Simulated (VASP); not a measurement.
Here is a VASP 6.6.1 calculation.

INCAR

```
ALGO     = Normal         # electronic algorithm
DIPOL    = 0.5 0.5 0.333
EDIFF    = 1E-7           # SCF threshold, eV
ENCUT    = 520            # plane-wave cutoff, eV
GGA      = PS             # functional
IDIPOL   = 3            
ISIF     = 2              # what is computed and relaxed
ISMEAR   = 0              # smearing method
LASPH    = True           # aspherical terms in the spheres
LCHARG   = False          # write CHGCAR
LDIPOL   = True         
LREAL    = False          # projectors in reciprocal space
LWAVE    = False          # write WAVECAR
NBANDS   = 12             # bands
NELM     = 60             # most SCF steps
PREC     = Accurate       # precision mode
SIGMA    = 0.1            # smearing width, eV
```

KPOINTS

```
k-points
0
Gamma
  8 5 1
```

The input POSCAR:

```
Mg4H
1.0
    3.1881999939      0.0000000000      0.0000000000
    0.0000000000      5.1084658709      0.0000000000
    0.0000000000      0.0000000000     19.1358427726
Mg H
4 1
Direct
    0.0000000000      0.7500000000      0.2090318178
    0.5000000000      0.2500000000      0.2571276385
    0.5000000000      0.7500000000      0.3576109084
    0.0000000000      0.2500000000      0.3990335238
    0.2500000000      0.7500000000      0.4424644197
```

Potentials or basis: VASP PAW PBE potentials, release 64 (Mg, H).

Command:

```bash
$ cat potpaw_PBE.64/Mg/POTCAR potpaw_PBE.64/H/POTCAR > POTCAR
$ mpirun -np 1 vasp_std > vasp.out
```

(1) Estimate the largest force.

(2) Predict the band gap on the k mesh.

Answers

(1) 0.527 eV/Å.

(2) zero (an odd number of electrons rules out a gap without spin polarisation).

Caveat: the PAW data sets were made with another functional, which shifts forces and pressure a little.
